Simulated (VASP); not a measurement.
Write the native input for VASP 6.6.1 that does the following.

```
Task                   : electric field gradients
Functional             : PBE
Potentials or basis    : VASP PAW PBE potentials, release 64 (Pb_d, F)
Cutoff                 : 520 eV
k mesh                 : 11 × 11 × 11
Occupations            : fermi-dirac, width 0.05 eV
Spin                   : no spin polarisation
Dipole correction      : no
Further INCAR settings : ALGO = Normal; EDIFF = 1e-08; NBANDS = 21
```

The structure of PbF2 (fluorite type) lies in POSCAR:

```
PbF2
1.0
    0.0000000000      2.9999987340      2.9999987340
    2.9999987340      0.0000000000      2.9999987340
    2.9999987340      2.9999987340      0.0000000000
Pb F
1 2
Direct
    0.0000000000      0.0000000000      0.0000000000
    0.2500000000      0.2500000000      0.2500000000
    0.7500000000      0.7500000000      0.7500000000
```

The input as run:

INCAR

```
SYSTEM = PbF2
  PREC = Accurate
  ENCUT = 520
  EDIFF = 1E-8
  ISMEAR = -1
  SIGMA = 0.05
  LREAL = .FALSE.
  LASPH = .TRUE.
  NELM = 80
  ALGO = Normal
  ISIF = 2
  LWAVE = .FALSE.
  LCHARG = .FALSE.
  GGA = PE
  LEFG = .TRUE.
  NBANDS = 21
```

KPOINTS

```
regular mesh
0
G
  11 11 11
  0 0 0
```

Potentials or basis: VASP PAW PBE potentials, release 64 (Pb_d, F).

Launch:

```sh
$ cat potpaw_PBE.64/Pb_d/POTCAR potpaw_PBE.64/F/POTCAR > POTCAR
$ mpirun -np 1 vasp_std > vasp.out
```

Results of the run:

The pressure is -0.2 GPa and the band gap on the k mesh is 4.44 eV, indirect (least direct gap 4.60 eV).

Caveat: without QUAD_EFG the Cq values of the log hold for a quadrupole moment of 1 mb, not for the nuclei; spin-orbit coupling is left out, which moves the levels of the heavy elements.

Run time: 26 s on 1 thread of Intel(R) Xeon(R) 6975P-C (Granite Rapids), with other jobs on the host, peak memory 0.2 GiB.
